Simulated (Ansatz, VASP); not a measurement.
# Two plane-wave programs on CsH

INCAR

```
ALGO = Normal
EDIFF = 1E-6
ENCUT = 520
GGA = CA
ISIF = 2
ISMEAR = 0
LASPH = T
LCHARG = F
LREAL = F
LWAVE = F
NBANDS = 18
NELM = 100
PREC = Accurate
SIGMA = 0.02
```

KPOINTS

```
k-points
0
Gamma
  6 6 6
```

File POSCAR:

```
CsH
1.0
    3.2341853249      3.2341853249      0.0000000000
   -3.2341853249      3.2341853249      0.0000000000
    0.0000000000      0.0000000000      6.4683706497
Cs H
2 2
Direct
    0.0000000000      0.0000000000      0.0000000000
    0.5000000000      0.5000000000      0.5000000000
    0.5000000000      0.5000000000      0.0000000000
    0.0000000000      0.0000000000      0.5000000000
```

Input for Ansatz:

```yaml
crystal:
  lattice:
    - [3.2341853249, 3.2341853249, 0.0]
    - [-3.2341853249, 3.2341853249, 0.0]
    - [0.0, 0.0, 6.4683706497]
  atoms:
    - { symbol: Cs, position: [0.0, 0.0, 0.0] }
    - { symbol: Cs, position: [0.5, 0.5, 0.5] }
    - { symbol: H, position: [0.5, 0.5, 0.0] }
    - { symbol: H, position: [0.0, 0.0, 0.5] }
basis:
  ecutwfc: 420
kpoints:
  mp_grid: { grid: [6, 6, 6] }
hamiltonian:
  xc: lda
scf:
  occupations: { method: gaussian, width: 0.02 }
output:
  forces: true
  stress: true
  eigenvalues: true
```

Change from the starting cell: equal strain along all axes, cell held, atoms relaxed: +6.0 %.

Alike in both runs: task single point; functional LDA; k mesh 6 × 6 × 6; occupations gaussian, width 0.02 eV; no spin polarisation.

|  | VASP | Ansatz |
| --- | --- | --- |
| version | VASP 6.6.1 | Ansatz 0.2.0 |
| potentials or method | VASP PAW LDA potentials, release 64 (Cs_sv, H), cutoff 520 eV | scalar-relativistic, plane waves, PAW |
| valence electrons in the cell | 20 | 20 |

|  | VASP | Ansatz | Ansatz less VASP |
| --- | --- | --- | --- |
| gap on the k mesh at the Fermi level (eV) | 1.99 | 2.01 | +0.015 |
| least direct gap on the mesh (eV) | 1.99 | 2.01 | +0.015 |
| pressure (GPa) | -1.5 | -1.5 | -0.01 |

LDA's correlation is that of Perdew and Zunger in VASP and of Perdew and Wang (1992) in Ansatz.

Spin-orbit coupling is off throughout.
